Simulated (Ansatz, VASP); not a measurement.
One calculation of CdTe, two programs

File INCAR:

```
SYSTEM = CdTe
PREC = Accurate ; ENCUT = 520
EDIFF = 1E-6 ; ISMEAR = 0
SIGMA = 0.05 ; LREAL = .False.
LASPH = .True. ; NELM = 60
ALGO = Normal ; ISIF = 2
LWAVE = .False. ; LCHARG = .False.
GGA = PE ; IVDW = 13
NBANDS = 16
```

Contents of KPOINTS:

```
regular mesh
0
Gamma
  6 6 6
  0 0 0
```

The input POSCAR:

```
CdTe
1.0
    0.0000000000      3.2359343790      3.2359343790
    3.2359343790      0.0000000000      3.2359343790
    3.2359343790      3.2359343790      0.0000000000
Cd Te
1 1
Direct
    0.0000000000      0.0000000000      0.0000000000
    0.2500000000      0.2500000000      0.2500000000
```

Input for Ansatz:

```yaml
crystal:
  lattice:
    - [0.0, 3.235934379, 3.235934379]
    - [3.235934379, 0.0, 3.235934379]
    - [3.235934379, 3.235934379, 0.0]
  atoms:
    - { symbol: Cd, position: [0.0, 0.0, 0.0] }
    - { symbol: Te, position: [0.25, 0.25, 0.25] }
basis:
  ecutwfc: 420
  ecutrho_ratio: 4
kpoints:
  mp_grid: { grid: [6, 6, 6] }
hamiltonian:
  xc: pbe
  dispersion: d4
scf:
  occupations: { method: gaussian, width: 0.05 }
output:
  forces: true
  stress: true
  eigenvalues: true
```

Alike in both runs: task single point; functional PBE; dispersion D4; k mesh 6 × 6 × 6; occupations gaussian, width 0.05 eV; no spin polarisation.

```csv
,VASP,Ansatz
version,VASP 6.6.1,Ansatz 0.2.0
potentials or method,"VASP PAW PBE potentials, release 64 (Cd, Te), cutoff 520 eV","scalar-relativistic, plane waves, PAW"
valence electrons in the cell,18,36
```

Ansatz gave:

- gap on the k mesh at the Fermi level (eV): 0.78
- least direct gap on the mesh (eV): 0.78
- pressure (GPa): 0.9

**Question.** What did VASP give for the same quantities?

**Answer.** gap on the k mesh at the Fermi level (eV): 0.78; least direct gap on the mesh (eV): 0.78; pressure (GPa): 1.0.

VASP's potentials hold 18 valence electrons a cell and Ansatz's 36, so a difference there can come from the potentials and not from the codes.

Neither program's run includes spin-orbit coupling.
